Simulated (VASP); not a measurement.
## NaH: relaxation of cell and atoms with r2SCAN

NaH:

```
CELL_PARAMETERS angstrom
0.00000 2.60965 2.60965
2.60965 0.00000 2.60965
2.60965 2.60965 0.00000
ATOMIC_POSITIONS crystal
Na 0.00000 0.00000 0.00000
H 0.25000 0.25000 0.25000
```

- Program: VASP 6.6.1
- Task: relaxation of cell and atoms
- Functional: r2SCAN
- Potentials or basis: VASP PAW PBE potentials, release 64 (Na_pv, H)
- Cutoff: 600 eV
- k mesh: 8 × 8 × 8
- Occupations: fermi-dirac, width 0.02 eV
- Spin: no spin polarisation
- Dipole correction: no
- Further INCAR settings: ALGO = Normal; EDIFF = 1e-07; IBRION = 2; EDIFFG = -0.005; NSW = 80; ISIF = 3

```
Relaxed volume                         : 17.46 Å³/atom
Relaxed cell                           : a = 3.669 Å, b = 3.669 Å, c = 3.669 Å, α = 60.00°, β = 60.00°, γ = 60.00°
Space group after relaxing (to 0.05 Å) : F-43m (No. 216)
Energy gained by relaxing              : 0.5 meV/atom
Ionic steps                            : 3
Pressure after relaxing                : 0.0 GPa
Band gap on the k mesh                 : 4.05 eV, indirect (least direct gap 4.75 eV)
```

Step by step:
```
step  energy change (eV)  largest force (eV/Å)  pressure (GPa)  volume (Å³)
   1              0.0000                0.0000           -0.32        35.55
   2             -0.0004                0.0000           -0.23        35.36
   3             -0.0009                0.0000           -0.01        34.91
```

Final structure:
```yaml
crystal:
  lattice:
    - [0.00000, 2.59408, 2.59408]
    - [2.59408, 0.00000, 2.59408]
    - [2.59408, 2.59408, 0.00000]
  atoms:
    - { symbol: Na, position: [0.00000, 0.00000, 0.00000] }
    - { symbol: H, position: [0.25000, 0.25000, 0.25000] }
```

Levels at points of the mesh, in eV from the valence-band top:
```
           k point  band 1  band 2  band 3  band 4  band 5  band 6  band 7  band 8
(0.00, 0.00, 0.00)  -22.77  -22.77  -22.77   -2.80    8.87   13.83   13.83   13.83
(0.50, 0.00, 0.00)  -22.82  -22.78  -22.78   -0.69    4.05   11.56   13.16   13.16
(0.50, 0.50, 0.00)  -22.82  -22.79  -22.79   -0.08    5.56    7.91   10.38   10.38
```

It took 2.6 min on 1 thread of Intel(R) Xeon(R) Platinum 8259CL CPU @ 2.50GHz (Skylake/Cascade Lake), with other jobs on the host, peak memory 0.17 GiB.

Caveat: the PAW data sets were made with another functional, which shifts forces and pressure a little. r2SCAN opens gaps a little over a GGA but as a rule still falls short of measured ones.
